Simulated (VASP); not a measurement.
# CaO (Fm-3m) in VASP: a series of runs

CaO is run at these levels: PBE-based screened hybrid with 100 % exact exchange, PBE-based screened hybrid with 40 % exact exchange, PBE-based screened hybrid with 35 % exact exchange; tasks: single point.

Program: VASP 6.6.1. These are calculated values, not measurements. Logs are shortened: lines on timing, memory, paths and dates and some standing lists are left out, and cuts for length are marked.

**1. The cell of the first run**

The structure is cubic, space group Fm-3m (No. 225). Conventional cell: a = 4.795 Å, b = 4.795 Å, c = 4.795 Å, α = 90.00°, β = 90.00°, γ = 90.00°. Ca (site symmetry m-3m) has 6 O at 2.40 Å within 3.2 Å. Within 3.2 Å of O (site symmetry m-3m) lie 6 Ca at 2.40 Å.

**2. Single point, PBE-based screened hybrid with 100 % exact exchange**

POSCAR reads:

```
CaO
1.0
    0.0000000000      2.3975473901      2.3975473901
    2.3975473901      0.0000000000      2.3975473901
    2.3975473901      2.3975473901      0.0000000000
Ca O
1 1
Direct
    0.0000000000      0.0000000000      0.0000000000
    0.5000000000      0.5000000000      0.5000000000
```

INCAR.step1 reads:

```
  PREC = Accurate
  ENCUT = 520
  EDIFF = 1E-5
  ISMEAR = 0
  SIGMA = 0.01
  LREAL = F
  LASPH = T
  NELM = 100
  ALGO = Normal
  ISIF = 2
  LWAVE = T
  LCHARG = F
  GGA = PE
  NBANDS = 15
```

INCAR.step2 reads:

```
  PREC = Accurate
  ENCUT = 520
  EDIFF = 1E-6
  ISMEAR = 0
  SIGMA = 0.01
  LREAL = F
  LASPH = T
  NELM = 100
  ALGO = Normal
  ISIF = 2
  LWAVE = F
  LCHARG = F
  GGA = PE
  LHFCALC = T
  AEXX = 1.0
  HFSCREEN = 0.3
  PRECFOCK = Normal
  ISTART = 1
  NBANDS = 15
  ALDAC = 1.0
  AGGAC = 1.0
```

KPOINTS reads:

```
regular mesh
0
Gamma
  4 4 4
```

Potentials or basis: VASP PAW PBE potentials, release 64 (Ca_sv, O).

Command:

```console
> cat potpaw_PBE.64/Ca_sv/POTCAR potpaw_PBE.64/O/POTCAR > POTCAR
> cp INCAR.step1 INCAR
> mpirun -np 1 vasp_std > vasp.out
> cp INCAR.step2 INCAR
> mpirun -np 1 vasp_std > vasp.out
```

OUTCAR:

```text
PREC = Accurate
   ENCUT = 520
   EDIFF = 1E-6
   ISMEAR = 0
   LREAL = F
   LASPH = T
   NELM = 100
   ISIF = 2
   GGA = PE
   LHFCALC = T
   AEXX = 1.0
   HFSCREEN = 0.3
   PRECFOCK = Normal
   ISTART = 1

 ion  position               nearest neighbor table
   1  0.000  0.000  0.000-   2 2.40   2 2.40   2 2.40   2 2.40   2 2.40   2 2.40
   2  0.500  0.500  0.500-   1 2.40   1 2.40   1 2.40   1 2.40   1 2.40   1 2.40

  LATTYP: Found a face centered cubic cell.
 ALAT       =     4.7950947802

  Lattice vectors:

 A1 = (   0.0000000000,   2.3975473901,   2.3975473901)
 A2 = (   2.3975473901,   0.0000000000,   2.3975473901)
 A3 = (   2.3975473901,   2.3975473901,   0.0000000000)

Analysis of symmetry for initial positions (statically):
=====================================================================
 Subroutine PRICEL returns:
 Original cell was already a primitive cell.

 Routine SETGRP: Setting up the symmetry group for a
 face centered cubic supercell.

 Subroutine GETGRP returns: Found 48 space group operations
 (whereof 48 operations were pure point group operations)
 out of a pool of 48 trial point group operations.

The static configuration has the point symmetry O_h .

Analysis of symmetry for dynamics (positions and initial velocities):
=====================================================================
 Subroutine PRICEL returns:
 Original cell was already a primitive cell.

 Routine SETGRP: Setting up the symmetry group for a
 face centered cubic supercell.

 Subroutine GETGRP returns: Found 48 space group operations
 (whereof 48 operations were pure point group operations)
 out of a pool of 48 trial point group operations.

The dynamic configuration has the point symmetry O_h .

 Subroutine INISYM returns: Found 48 space group operations
 (whereof 48 operations are pure point group operations),
 and found     1 'primitive' translations

----------------------------------------------------------------------------------------

                                     Primitive cell

  volume of cell :      27.5633

  direct lattice vectors                    reciprocal lattice vectors
     0.000000000  2.397547390  2.397547390    -0.208546451  0.208546451  0.208546451
     2.397547390  0.000000000  2.397547390     0.208546451 -0.208546451  0.208546451
     2.397547390  2.397547390  0.000000000     0.208546451  0.208546451 -0.208546451

  length of vectors
     3.390644036  3.390644036  3.390644036     0.361213049  0.361213049  0.361213049

  position of ions in fractional coordinates (direct lattice)
     0.000000000  0.000000000  0.000000000
     0.500000000  0.500000000  0.500000000

  ion indices of the primitive-cell ions
   primitive index   ion index
                 1           1
                 2           2

----------------------------------------------------------------------------------------

 KPOINTS: regular mesh

Automatic generation of k-mesh.
 Grid dimensions read from file:
 generate k-points for:    4    4    4

 Generating k-lattice:

  Cartesian coordinates                     Fractional coordinates (reciprocal lattice)
    -0.052136613  0.052136613  0.052136613     0.250000000  0.000000000  0.000000000
     0.052136613 -0.052136613  0.052136613     0.000000000  0.250000000  0.000000000
     0.052136613  0.052136613 -0.052136613     0.000000000  0.000000000  0.250000000

  Length of vectors
     0.090303262  0.090303262  0.090303262

  Shift w.r.t. Gamma in fractional coordinates (k-lattice)
     0.000000000  0.000000000  0.000000000

 Subroutine IBZKPT returns following result:
 ===========================================

 Found      8 irreducible k-points:

 Following reciprocal coordinates:
            Coordinates               Weight
  0.000000  0.000000  0.000000      1.000000
  0.250000  0.000000  0.000000      8.000000
  0.500000  0.000000  0.000000      4.000000
  0.250000  0.250000  0.000000      6.000000
  0.500000  0.250000  0.000000     24.000000
 -0.250000  0.250000  0.000000     12.000000
  0.500000  0.500000  0.000000      3.000000
 -0.250000  0.500000  0.250000      6.000000
   k-points           NKPTS =      8   k-points in BZ     NKDIM =     64   number of bands    NBANDS=     15
   number of dos      NEDOS =    301   number of ions     NIONS =      2
   total plane-waves  NPLWV =  21952
   dimension x,y,z NGX =    28 NGY =   28 NGZ =   28
   dimension x,y,z NGXF=    56 NGYF=   56 NGZF=   56
   ions per type =               1   1
   NGX,Y,Z   is equivalent  to a cutoff of  13.73, 13.73, 13.73 a.u.
   NGXF,Y,Z  is equivalent  to a cutoff of  27.46, 27.46, 27.46 a.u.
 SYSTEM =  unknown system
   PREC   = accura    normal or accurate (medium, high low for compatibility)
   ISTART =      1    job   : 0-new  1-cont  2-samecut
   ICHARG =      0    charge: 1-file 2-atom 10-const
   ISPIN  =      1    spin polarized calculation?
   LNONCOLLINEAR =      F non collinear calculations
   LSORBIT =      F    spin-orbit coupling
   LASPH  =      T    aspherical Exc in radial PAW
   ENCUT  =  520.0 eV  38.22 Ry    6.18 a.u.   6.30  6.30  6.30*2*pi/ulx,y,z
   NELM   =    100;   NELMIN=  2; NELMDL=  0     # of ELM steps
   EDIFF  = 0.1E-05   stopping-criterion for ELM
   LREAL  =      F    real-space projection
   EDIFFG = 0.1E-04   stopping-criterion for IOM
   NSW    =      0    number of steps for IOM
   IBRION =     -1    ionic relax: 0-MD 1-quasi-New 2-CG
   NFREE  =      0    steps in history (QN), initial steepest desc. (CG)
   ISIF   =      2    stress and relaxation
   ISYM   =      3    0-nonsym 1-usesym 2-fastsym
   POTIM  = 0.5000    time-step for ionic-motion
   TEBEG  =    0.0;   TEEND  =   0.0 temperature during run
   PSTRESS=    0.0 pullay stress
   NELECT =      16.0000    total number of electrons
   NUPDOWN=      -1.0000    fix difference up-down
   EMIN   =  10.00;   EMAX   =-10.00  energy-range for DOS
   EFERMI =   0.00;   METHOD = LEGACY
   ISMEAR =     0;   SIGMA  =   0.01  broadening in eV -4-tet -1-fermi 0-gaus
   EFERMI_NEDOS =   21; number of points for ismear=-14 and -15
   IALGO  =     38    algorithm
   IMIX   =      1    mixing-type and parameters
     AMIX     =   0.40;   BMIX     =  1.00
     AMIX_MAG =   1.60;   BMIX_MAG =  1.00
  volume/ion in A,a.u.               =      13.78        93.00
  Fermi-wavevector in a.u.,A,eV,Ry     =   1.365644  2.580694 25.374656  1.864985
  Thomas-Fermi vector in A             =   2.491855
   LORBIT       =      0    0 simple, 1 ext, 2 COOP (PROOUT), +10 PAW based schemes
   GGA     = PE    functional components
   LHFCALC =     T    Hartree Fock is set to
   PRECFOCK=normal    Normal, Fast or Accurate (Low or Medium for compatibility)
   ENCUT4O =  -1.0   cutoff for four orbital integrals eV
   NKREDX  =     1    reduce k-point grid by
   NKREDY  =     1    reduce k-point grid by
   NKREDZ  =     1    reduce k-point grid by
   AEXX    =    1.0000 exact exchange contribution
   HFSCREEN=    0.3000 screening length (either q_TF or 0.3 A-1)
   HFSCREENC=   0.3000 screening length for correlation (either q_TF or 0.3 A-1)
   ENCUTFOCK=  -1.0 apply spherical cutoff to Coloumb kernel
   IVDW    =     0    specifies the selected vdW correction
   LEPSILON=     F    determine dielectric tensor
   LRPA    =     F    only Hartree local field effects (RPA)
 non-spin polarized calculation
 Gauss-broadening in eV      SIGMA  =   0.01
  energy-cutoff  :      520.00
  volume of cell :       27.56
 maximum number of plane-waves:       754
 NGX is ok and might be reduce to    28
  NGX = 20; NGY = 20; NGZ = 20

 number of electron      15.9999997 magnetization

 Free energy of the ion-electron system (eV)
  ---------------------------------------------------
  ext. energy  EPLUGINS =         0.00000000
  ---------------------------------------------------
  free energy    TOTEN  =       -20.76043344 eV

  energy without entropy =      -20.76043344  energy(sigma->0) =      -20.76043344

 E-fermi :  -1.6778     XC(G=0):  -3.6902

 val. band max:       -1.7393873981   @ k =   0.0000   0.0000   0.0000
 cond. band min:       7.9522838706   @ k =   0.5000   0.5000   0.0000
 fundamental gap:      9.6916712687
 Fermi energy:        -1.6778120186

 k-point     1 :       0.0000    0.0000    0.0000
  band No.  band energies     occupation
      1     -48.6709      2.00000
      2     -23.6092      2.00000
      3     -23.6092      2.00000
      4     -23.6092      2.00000
      5     -22.9488      2.00000
      6      -1.7394      2.00000
      7      -1.7394      2.00000
      8      -1.7394      2.00000
      9       8.6238      0.00000
     10      11.6205      0.00000
     11      11.6205      0.00000
     12      11.6205      0.00000
     13      13.7520      0.00000
     14      13.7521      0.00000
     15      19.1952      0.00000

 k-point     2 :       0.2500    0.0000    0.0000
  band No.  band energies     occupation
      1     -48.6119      2.00000
      2     -25.0146      2.00000
      3     -23.6264      2.00000
      4     -23.6264      2.00000
      5     -21.4506      2.00000
      6      -3.4138      2.00000
      7      -2.4305      2.00000
      8      -2.4305      2.00000
      9      10.8796      0.00000
     10      11.4642      0.00000
     11      12.9648      0.00000
     12      12.9648      0.00000
     13      15.4295      0.00000
     14      15.4295      0.00000
     15      21.9371      0.00000
[... 77 lines left out ...]
      3     -23.8830      2.00000
      4     -23.8830      2.00000
      5     -22.6378      2.00000
      6      -3.3345      2.00000
      7      -2.2263      2.00000
      8      -2.2263      2.00000
      9       7.9523      0.00000
     10      14.0115      0.00000
     11      15.5689      0.00000
     12      16.3075      0.00000
     13      16.7223      0.00000
     14      16.7223      0.00000
     15      19.0178      0.00000

 k-point     8 :      -0.2500    0.5000    0.2500
  band No.  band energies     occupation
      1     -48.5162      2.00000
      2     -24.6204      2.00000
      3     -24.1035      2.00000
      4     -24.1035      2.00000
      5     -21.6329      2.00000
      6      -3.2488      2.00000
      7      -2.9514      2.00000
      8      -2.9514      2.00000
      9      11.3017      0.00000
     10      11.3017      0.00000
     11      14.7462      0.00000
     12      16.7371      0.00000
     13      17.0018      0.00000
     14      19.3020      0.00000
     15      20.5678      0.00000

------------------------ aborting loop because EDIFF is reached ----------------------------------------

  FORCE on cell =-STRESS in cart. coord.  units (eV):
  Direction    XX          YY          ZZ          XY          YZ          ZX
  --------------------------------------------------------------------------------------
  -------------------------------------------------------------------------------------
  Total       -0.8831721     -0.8831721     -0.8831721      0.0000000      0.0000000      0.0000000
  in kB      -51.3362724    -51.3362724    -51.3362724      0.0000000      0.0000000      0.0000000
  external PRESSURE =     -51.3362724 kB  Pullay stress =       0.0000000 kB

 VOLUME and BASIS-vectors are now :
 -----------------------------------------------------------------------------
  energy-cutoff  :      520.00
  volume of cell :       27.56
      direct lattice vectors                 reciprocal lattice vectors
     0.000000000  2.397547390  2.397547390    -0.208546451  0.208546451  0.208546451
     2.397547390  0.000000000  2.397547390     0.208546451 -0.208546451  0.208546451
     2.397547390  2.397547390  0.000000000     0.208546451  0.208546451 -0.208546451

 POSITION                                       TOTAL-FORCE (eV/Angst)
 -----------------------------------------------------------------------------------
      0.00000      0.00000      0.00000        -0.000000      0.000000     -0.000000
      2.39755      2.39755      2.39755         0.000000     -0.000000      0.000000
 -----------------------------------------------------------------------------------
    total drift:                                0.000000      0.000000      0.000000

  FREE ENERGIE OF THE ION-ELECTRON SYSTEM (eV)
  ---------------------------------------------------
  free  energy   TOTEN  =       -20.7604334363 eV

  energy  without entropy=      -20.7604334363  energy(sigma->0) =      -20.76043344
```

Wall time 9.8 min (1 thread of Intel Xeon 8259CL, shared host); peak memory 0.26 GiB.

Results:

| Property | Result |
| --- | --- |
| Free energy | -20.7604 eV |
| Pressure | -5.1 GPa |
| Band gap on the k mesh | 9.69 eV (least direct gap 10.18 eV) |

Levels at points of the mesh, in eV from the valence-band top:
| k point | band 6 | band 7 | band 8 | band 9 | band 10 | band 11 |
| --- | --- | --- | --- | --- | --- | --- |
| (0.00, 0.00, 0.00) | 0.00 | 0.00 | 0.00 | 10.36 | 13.36 | 13.36 |
| (0.50, 0.00, 0.00) | -3.03 | -1.30 | -1.30 | 14.16 | 14.27 | 16.57 |
| (0.50, 0.50, 0.00) | -1.60 | -0.49 | -0.49 | 9.69 | 15.75 | 17.31 |

Caveat: the k points lie up to 0.57 Å⁻¹ apart; the PAW data sets were made with another functional, which shifts forces and pressure a little.

**3. Single point, PBE-based screened hybrid with 40 % exact exchange**

POSCAR is that of step 2.

INCAR.step1 reads:

```
SYSTEM = CaO
ALGO = Normal ; EDIFF = 1E-5
ENCUT = 520 ; GGA = PE
ISIF = 2 ; ISMEAR = 0
LASPH = .True. ; LCHARG = .False.
LREAL = .False. ; LWAVE = .True.
NBANDS = 15 ; NELM = 100
PREC = Accurate ; SIGMA = 0.01
```

INCAR.step2 reads:

```
SYSTEM = CaO
AEXX = 0.4 ; ALGO = Normal
EDIFF = 1E-6 ; ENCUT = 520
GGA = PE ; HFSCREEN = 0.2078
ISIF = 2 ; ISMEAR = 0
ISTART = 1 ; LASPH = .True.
LCHARG = .False. ; LHFCALC = .True.
LREAL = .False. ; LWAVE = .False.
NBANDS = 15 ; NELM = 100
PREC = Accurate ; PRECFOCK = Normal
SIGMA = 0.01
```

KPOINTS reads:

```
k-points
0
Gamma
  4 4 4
  0 0 0
```

Potentials or basis: VASP PAW PBE potentials, release 64 (Ca_sv, O).

Command:

```console
> cat potpaw_PBE.64/Ca_sv/POTCAR potpaw_PBE.64/O/POTCAR > POTCAR
> cp INCAR.step1 INCAR
> mpirun -np 1 vasp_std > vasp.out
> cp INCAR.step2 INCAR
> mpirun -np 1 vasp_std > vasp.out
```

Run time: 6.9 min. Hardware: 1 thread of Intel Xeon 8259CL, shared host; peak memory 0.26 GiB.

The run converged. Its results:

```yaml
Free_energy: -16.1830 eV
Pressure: -0.3 GPa
Band_gap_on_the_k_mesh: 6.34 eV (least direct gap 6.79 eV)
```

Levels at points of the mesh, in eV from the valence-band top:
```tsv
k point	band 4	band 5	band 6	band 7	band 8	band 9	band 10	band 11	band 12	band 13
(0.00, 0.00, 0.00)	-20.02	-17.93	0.00	0.00	0.00	7.25	9.43	9.43	9.43	11.16
(0.50, 0.00, 0.00)	-20.07	-16.35	-2.92	-1.30	-1.30	10.30	11.11	12.03	12.03	14.43
(0.50, 0.50, 0.00)	-20.28	-17.66	-1.51	-0.44	-0.44	6.34	11.51	12.59	13.48	13.48
```

Caveat: the k points lie up to 0.57 Å⁻¹ apart; the PAW data sets were made with another functional, which shifts forces and pressure a little. A k mesh can miss the band edges.

**4. Single point, PBE-based screened hybrid with 35 % exact exchange**

POSCAR is that of step 3.

INCAR.step1 reads:

```
PREC = Accurate
ENCUT = 520
EDIFF = 1E-5
ISMEAR = 0
SIGMA = 0.01
LREAL = F
LASPH = T
NELM = 80
ALGO = Normal
ISIF = 2
LWAVE = T
LCHARG = F
NBANDS = 15
GGA = PE
```

INCAR.step2 reads:

```
PREC = Accurate
ENCUT = 520
EDIFF = 1E-6
ISMEAR = 0
SIGMA = 0.01
LREAL = F
LASPH = T
NELM = 80
ALGO = Normal
ISIF = 2
LWAVE = F
LCHARG = F
GGA = PE
LHFCALC = T
AEXX = 0.35
HFSCREEN = 0.5
PRECFOCK = Normal
NBANDS = 15
ISTART = 1
```

KPOINTS reads:

```
Automatic mesh
0
Gamma
  4 4 4
```

Command:

```console
> cat potpaw_PBE.64/Ca_sv/POTCAR potpaw_PBE.64/O/POTCAR > POTCAR
> cp INCAR.step1 INCAR
> mpirun -np 1 vasp_std > vasp.out
> cp INCAR.step2 INCAR
> mpirun -np 1 vasp_std > vasp.out
```

Wall time 7 min (1 thread of Intel Xeon 8259CL, shared host); peak memory 0.26 GiB.

The run converged. Its results:

```yaml
Free_energy: -14.7513 eV
Pressure: 0.5 GPa
Band_gap_on_the_k_mesh: 5.03 eV (least direct gap 5.44 eV)
```

Levels at points of the mesh, in eV from the valence-band top:
```
           k point  band 6  band 7  band 8  band 9  band 10  band 11
(0.00, 0.00, 0.00)    0.00    0.00    0.00    6.02     7.95     7.95
(0.50, 0.00, 0.00)   -2.74   -1.23   -1.23    8.78     9.86    10.40
(0.50, 0.50, 0.00)   -1.37   -0.40   -0.40    5.03     9.96    10.98
```

Caveat: the k points lie up to 0.57 Å⁻¹ apart; the PAW data sets were made with another functional, which shifts forces and pressure a little. A k mesh can miss the band edges.

**5. The runs side by side**

```csv
level,share of exact exchange,screening parameter,gap on the mesh (eV),pressure (GPa)
PBE-based screened hybrid with 100 % exact exchange,1,0.3 1/Å,9.69,-5.1
PBE-based screened hybrid with 40 % exact exchange,0.4,0.2078 1/Å,6.34,-0.3
PBE-based screened hybrid with 35 % exact exchange,0.35,0.5 1/Å,5.03,0.5
```

Alike in all rows: task single point; potentials or basis VASP PAW PBE potentials, release 64 (Ca_sv, O); no spin polarisation; cell as given; k mesh 4 × 4 × 4; cutoff (eV) 520; smearing gaussian 0.01 eV.

Caveats: all runs use coarse meshes; the PAW data sets were made with another functional, which shifts forces and pressure a little.

Total energies depend on the potentials used, so only differences within one code and one set of settings carry meaning.
